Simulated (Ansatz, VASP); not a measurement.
## AlN: VASP beside Ansatz

```
Al N
1.0
     2.98848    0.00000    0.00000
    -1.49424    2.58810    0.00000
     0.00000    0.00000    4.98100
Al N
2 2
Cartesian
  1.4942 0.8627 2.4905
  0.0000 1.7254 0.0000
  1.4942 0.8627 4.3833
  0.0000 1.7254 1.8928
```

Alike in both runs: task single point; functional PBEsol; k mesh 9 × 9 × 5; occupations fermi-dirac, width 0.05 eV; no spin polarisation.

|  | VASP | Ansatz |
| --- | --- | --- |
| version | VASP 6.6.1 | Ansatz 0.2.0 |
| potentials or method | VASP PAW PBE potentials, release 64 (Al, N) | Ansatz PAW |
| plane-wave cutoff (eV) | 600 | 420 |
| valence electrons in the cell | 16 | 16 |

Ansatz gave:

```
gap on the k mesh at the Fermi level (eV)                     : 4.90
least direct gap on the mesh (eV)                             : 4.92
pressure (GPa)                                                : 20.3
traceless stress, the component that is largest in VASP (GPa) : -12.98
rms of the force components (eV/Å)                            : 0.260
```

Task: What did VASP give for the same quantities?

Result: gap on the k mesh at the Fermi level (eV): 4.89; least direct gap on the mesh (eV): 4.94; pressure (GPa): 20.3; traceless stress, the component that is largest in VASP (GPa): -13.16; rms of the force components (eV/Å): 0.265.

VASP's potentials were made for PBE, not for PBEsol. Atom by atom the forces differ by 0.006 eV/Å (rms over components). The functional is the same, so the differences come from potentials, cutoffs and numerics.

Noted on Ansatz's run: odd divisions of the mesh miss points on the zone boundary, where band edges often lie, so the gap on the mesh can be too wide.
